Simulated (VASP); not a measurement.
# Ti (P6_3/mmc) in VASP: single point with PBE

Aim: the single point of Ti with PBE.

All numbers are computed with VASP 6.6.1; they aren't measurements. Logs are shortened: lines on timing, memory, paths and dates and some standing lists are left out, and cuts for length are marked.

## 1. The cell of the first run

The structure is hexagonal, space group P6_3/mmc (No. 194). The conventional cell has a = 2.901 Å, b = 2.901 Å, c = 4.593 Å, α = 90.00°, β = 90.00°, γ = 120.00°. Within 3.7 Å of Ti (site symmetry -6m2) lie 12 Ti at 2.84 to 2.90 Å.

## 2. Single point, PBE

Contents of INCAR:

```
SYSTEM = Ti
  PREC = Accurate
  ENCUT = 520
  EDIFF = 1E-7
  ISMEAR = -1
  SIGMA = 0.05
  LREAL = .FALSE.
  LASPH = .TRUE.
  NELM = 60
  ALGO = Normal
  ISIF = 2
  LWAVE = .FALSE.
  LCHARG = .TRUE.
  GGA = PE
  LELF = .TRUE.
  LVHAR = .TRUE.
  NBANDS = 19
```

Contents of KPOINTS:

```
regular mesh
0
G
  12 12 7
  0 0 0
```

Contents of POSCAR:

```
Ti
1.0
    2.9012000000      0.0000000000      0.0000000000
   -1.4506000000      2.5125130000      0.0000000000
    0.0000000000      0.0000000000      4.5927410000
Ti
2
Direct
    0.3333330000      0.6666670000      0.2500000000
    0.6666670000      0.3333330000      0.7500000000
```

Potentials or basis: VASP PAW PBE potentials, release 64 (Ti_sv).

Launch:

```console
$ cat potpaw_PBE.64/Ti_sv/POTCAR > POTCAR
$ mpirun -np 1 vasp_std > vasp.out
```

OUTCAR:

```text
SYSTEM = Ti
   PREC = Accurate
   ENCUT = 520
   EDIFF = 1E-7
   ISMEAR = -1
   LREAL = .FALSE.
   LASPH = .TRUE.
   NELM = 60
   ISIF = 2
   GGA = PE

 ion  position               nearest neighbor table
   1  0.333  0.667  0.250-   2 2.84   2 2.84   2 2.84   2 2.84   2 2.84   2 2.84
   2  0.667  0.333  0.750-   1 2.84   1 2.84   1 2.84   1 2.84   1 2.84   1 2.84

  LATTYP: Found a hexagonal cell.
 ALAT       =     2.9012000000
 C/A-ratio  =     1.5830487385

  Lattice vectors:

 A1 = (   2.9012000000,   0.0000000000,   0.0000000000)
 A2 = (  -1.4506000000,   2.5125130000,   0.0000000000)
 A3 = (   0.0000000000,   0.0000000000,   4.5927410000)

Analysis of symmetry for initial positions (statically):
=====================================================================
 Subroutine PRICEL returns:
 Original cell was already a primitive cell.

 Routine SETGRP: Setting up the symmetry group for a
 hexagonal supercell.

 Subroutine GETGRP returns: Found 24 space group operations
 (whereof 12 operations were pure point group operations)
 out of a pool of 24 trial point group operations.

The static configuration has the point symmetry D_3d.
 The point group associated with its full space group is D_6h.

Analysis of symmetry for dynamics (positions and initial velocities):
=====================================================================
 Subroutine PRICEL returns:
 Original cell was already a primitive cell.

 Routine SETGRP: Setting up the symmetry group for a
 hexagonal supercell.

 Subroutine GETGRP returns: Found 24 space group operations
 (whereof 12 operations were pure point group operations)
 out of a pool of 24 trial point group operations.

The dynamic configuration has the point symmetry D_3d.
 The point group associated with its full space group is D_6h.

 Subroutine INISYM returns: Found 24 space group operations
 (whereof 12 operations are pure point group operations),
 and found     1 'primitive' translations

----------------------------------------------------------------------------------------

                                     Primitive cell

  volume of cell :      33.4779

  direct lattice vectors                    reciprocal lattice vectors
     2.901200000  0.000000000  0.000000000     0.344684958  0.199003945  0.000000000
    -1.450600000  2.512513000  0.000000000     0.000000000  0.398007891  0.000000000
     0.000000000  0.000000000  4.592741000     0.000000000  0.000000000  0.217734899

[... 81 lines left out ...]
   ENCUT  =  520.0 eV  38.22 Ry    6.18 a.u.   5.39  5.39  8.54*2*pi/ulx,y,z
   NELM   =     60;   NELMIN=  2; NELMDL= -5     # of ELM steps
   EDIFF  = 0.1E-06   stopping-criterion for ELM
   LREAL  =      F    real-space projection
   EDIFFG = 0.1E-05   stopping-criterion for IOM
   NSW    =      0    number of steps for IOM
   IBRION =     -1    ionic relax: 0-MD 1-quasi-New 2-CG
   NFREE  =      0    steps in history (QN), initial steepest desc. (CG)
   ISIF   =      2    stress and relaxation
   ISYM   =      2    0-nonsym 1-usesym 2-fastsym
   POTIM  = 0.5000    time-step for ionic-motion
   TEBEG  =    0.0;   TEEND  =   0.0 temperature during run
   PSTRESS=    0.0 pullay stress
   NELECT =      24.0000    total number of electrons
   NUPDOWN=      -1.0000    fix difference up-down
   EMIN   =  10.00;   EMAX   =-10.00  energy-range for DOS
   EFERMI =   0.00;   METHOD = LEGACY
   ISMEAR =    -1;   SIGMA  =   0.05  broadening in eV -4-tet -1-fermi 0-gaus
   EFERMI_NEDOS =   21; number of points for ismear=-14 and -15
   IALGO  =     38    algorithm
   IMIX   =      4    mixing-type and parameters
     AMIX     =   0.40;   BMIX     =  1.00
     AMIX_MAG =   1.60;   BMIX_MAG =  1.00
  volume/ion in A,a.u.               =      16.74       112.96
  Fermi-wavevector in a.u.,A,eV,Ry     =   1.465185  2.768799 29.208557  2.146768
  Thomas-Fermi vector in A             =   2.581072
   LORBIT       =      0    0 simple, 1 ext, 2 COOP (PROOUT), +10 PAW based schemes
   GGA     = PE    functional components
   LHFCALC =     F    Hartree Fock is set to
   AEXX    =    0.0000 exact exchange contribution
   IVDW    =     0    specifies the selected vdW correction
   LEPSILON=     F    determine dielectric tensor
   LRPA    =     F    only Hartree local field effects (RPA)
 non-spin polarized calculation
  energy-cutoff  :      520.00
  volume of cell :       33.48
 maximum number of plane-waves:       929
 NGX is ok and might be reduce to    24
   NGX = 11   NGY = 11   NGZ = 17

 number of electron      23.9999999 magnetization

 Free energy of the ion-electron system (eV)
  ---------------------------------------------------
  ext. energy  EPLUGINS =         0.00000000
  ---------------------------------------------------
  free energy    TOTEN  =       -15.66346970 eV

  energy without entropy =      -15.64584290  energy(sigma->0) =      -15.65465630

 E-fermi :   8.7364     XC(G=0): -11.6728

 val. band max:        8.7341458668   @ k =   0.0000   0.0000   0.4286
 cond. band min:       8.7476326152   @ k =   0.3333   0.1667   0.4286
 fundamental gap:      0.0134867484
 Fermi energy:         8.7363985429

 k-point     1 :       0.0000    0.0000    0.0000
  band No.  band energies     occupation
      1     -48.0693      2.00000
      2     -47.9104      2.00000
      3     -24.6988      2.00000
      4     -23.9823      2.00000
      5     -23.9823      2.00000
      6     -23.9009      2.00000
[... 505 lines left out ...]
      6     -24.0959      2.00000
[... 11 lines left out ...]
     18      11.5825      0.00000
     19      12.3523      0.00000

 [... further k-points ...]

------------------------ aborting loop because EDIFF is reached ----------------------------------------

  FORCE on cell =-STRESS in cart. coord.  units (eV):
  Direction    XX          YY          ZZ          XY          YZ          ZX
  --------------------------------------------------------------------------------------
  -------------------------------------------------------------------------------------
  Total        0.8919633      0.8919633      0.9124582      0.0000000     -0.0000000      0.0000000
  in kB       42.6873911     42.6873944     43.6682316      0.0000000     -0.0000000      0.0000000
  external PRESSURE =      43.0143391 kB  Pullay stress =       0.0000000 kB

 VOLUME and BASIS-vectors are now :
 -----------------------------------------------------------------------------
  energy-cutoff  :      520.00
  volume of cell :       33.48
      direct lattice vectors                 reciprocal lattice vectors
     2.901200000  0.000000000  0.000000000     0.344684958  0.199003945  0.000000000
    -1.450600000  2.512513000  0.000000000     0.000000000  0.398007891  0.000000000
     0.000000000  0.000000000  4.592741000     0.000000000  0.000000000  0.217734899

 POSITION                                       TOTAL-FORCE (eV/Angst)
 -----------------------------------------------------------------------------------
     -0.00000      1.67501      1.14819        -0.000000     -0.000000      0.000000
      1.45060      0.83750      3.44456         0.000000      0.000000      0.000000
 -----------------------------------------------------------------------------------
    total drift:                               -0.000915      0.000528     -0.000020

  FREE ENERGIE OF THE ION-ELECTRON SYSTEM (eV)
  ---------------------------------------------------
  free  energy   TOTEN  =       -15.6634697006 eV

  energy  without entropy=      -15.6458429018  energy(sigma->0) =      -15.65465630
```

stdout:

```text
POSCAR found type information on POSCAR Ti
 POSCAR found :  1 types and       2 ions
 scaLAPACK will be used
 LDA part: xc-table for (Slater+PW92), standard interpolation
 POSCAR, INCAR and KPOINTS ok, starting setup
 FFT: planning ... GRIDC
 FFT: planning ... GRID_SOFT
 FFT: planning ... GRID
 WAVECAR not read
 entering main loop
```

Wall time 78 s (1 thread of Intel Xeon 8259CL, shared host); peak memory 0.18 GiB.

What came out:

```
Free energy            : -15.6635 eV
Pressure               : 4.3 GPa
Band gap on the k mesh : zero (band 12 reaches 9.52 eV, above the bottom of band 13 at 8.45 eV)
```
